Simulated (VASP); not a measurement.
A run of VASP 6.6.1:

Contents of INCAR:

```
PREC = Accurate ; ENCUT = 520
EDIFF = 1E-6 ; ISMEAR = 0
SIGMA = 0.15 ; LREAL = False
LASPH = True ; NELM = 80
ALGO = Normal ; ISIF = 2
LWAVE = False ; LCHARG = True
LELF = True ; LVHAR = True
NBANDS = 16
```

The input KPOINTS:

```
Automatic mesh
0
Gamma
  18 18 12
```

POSCAR

```
ZrB2
1.0
    3.1533611633      0.0000000000      0.0000000000
   -1.5766805817      2.7308908747      0.0000000000
    0.0000000000      0.0000000000      3.3053531713
Zr B
1 2
Direct
    0.0000000000      0.0000000000      0.0000000000
    0.3333333333      0.6666666667      0.5000000000
    0.6666666667      0.3333333333      0.5000000000
```

Potentials or basis: VASP PAW LDA potentials, release 64 (Zr_sv, B).

Run with:

```bash
$ cat potpaw_LDA.64/Zr_sv/POTCAR potpaw_LDA.64/B/POTCAR > POTCAR
$ mpirun -np 1 vasp_std > vasp.out
```

Hardware: 1 thread of Intel(R) Xeon(R) Platinum 8488C (Sapphire Rapids), with other jobs on the host.

Task: Estimate the wall time of this run.

Result: Wall time 52 s on 1 thread of Intel(R) Xeon(R) Platinum 8488C (Sapphire Rapids) (shared host), peak memory 0.22 GiB. Counts: scf iterations 12, k points 259.
